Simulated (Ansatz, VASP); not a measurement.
## Sr4HfO in VASP and in Ansatz

Contents of INCAR:

```
SYSTEM = Sr4HfO
PREC = Accurate
ENCUT = 600
EDIFF = 1E-7
ISMEAR = 0
SIGMA = 0.1
LREAL = .FALSE.
LASPH = .TRUE.
NELM = 80
ALGO = Normal
ISIF = 3
LWAVE = .FALSE.
LCHARG = .FALSE.
GGA = PE
IBRION = 2
NSW = 90
EDIFFG = -0.04
```

KPOINTS

```
Automatic mesh
0
G
  3 3 6
  0 0 0
```

File POSCAR:

```
Sr4HfO
1.0
    8.3316327804      0.0000000000      0.0000000000
   -4.1658163902      7.2154056429      0.0000000000
    0.0000000000      0.0000000000      3.5456521516
Sr Hf O
4 1 1
Direct
    0.3333333333      0.6666666667      0.0000000000
    0.1287172933      0.2574345865      0.5000000000
    0.7425654135      0.8712827067      0.5000000000
    0.1287172933      0.8712827067      0.5000000000
    0.6666666667      0.3333333333      0.0000000000
    0.0000000000      0.0000000000      0.0000000000
```

Input for Ansatz:

```yaml
crystal:
  lattice:
    - [8.3316327804, 0.0, 0.0]
    - [-4.1658163902, 7.2154056429, 0.0]
    - [0.0, 0.0, 3.5456521516]
  atoms:
    - { symbol: Sr, position: [0.3333333333, 0.6666666667, 0.0] }
    - { symbol: Sr, position: [0.1287172933, 0.2574345865, 0.5] }
    - { symbol: Sr, position: [0.7425654135, 0.8712827067, 0.5] }
    - { symbol: Sr, position: [0.1287172933, 0.8712827067, 0.5] }
    - { symbol: Hf, position: [0.6666666667, 0.3333333333, 0.0] }
    - { symbol: O, position: [0.0, 0.0, 0.0] }
basis:
  ecutwfc: 420
kpoints:
  mp_grid: { grid: [3, 3, 6] }
hamiltonian:
  xc: pbe
scf:
  occupations: { method: gaussian, width: 0.1 }
  lower_state_search: "off"
output:
  forces: true
  stress: true
  eigenvalues: true
relax:
  adjacent_minimum: "off"
  f_tol: 0.04
  max_steps: 70
  cell: { stress_tol: 0.4 }
```

Change from the starting cell: species swapped into the NdAlCu4 type (P-6m2, No. 187).

Alike in both runs: task relaxation of cell and atoms; functional PBE; k mesh 3 × 3 × 6; occupations gaussian, width 0.1 eV; no spin polarisation.

|  | VASP | Ansatz |
| --- | --- | --- |
| version | VASP 6.6.1 | Ansatz 0.2.0 |
| potentials or method | VASP PAW PBE potentials, release 64 (Sr_sv, Hf_pv, O), cutoff 600 eV | scalar-relativistic, plane waves, PAW |
| valence electrons in the cell | 56 | 72 |

Ansatz gave:

* gap on the k mesh at the Fermi level, each at its own relaxed structure (eV): none
* relaxed volume (Å³/atom): 35.53
* relaxed length of the cell vector where the two differ most in proportion (Å): 8.332

Task: Which values does VASP return?

Result: gap on the k mesh at the Fermi level, each at its own relaxed structure (eV): none; relaxed volume (Å³/atom): 36.53; relaxed length of the cell vector where the two differ most in proportion (Å): 8.467.

A gap of «none» marks a metal or a gap that the smearing closes. VASP's potentials hold 56 valence electrons a cell and Ansatz's 72, so a difference there can come from the potentials and not from the codes.

Spin-orbit coupling is off throughout.
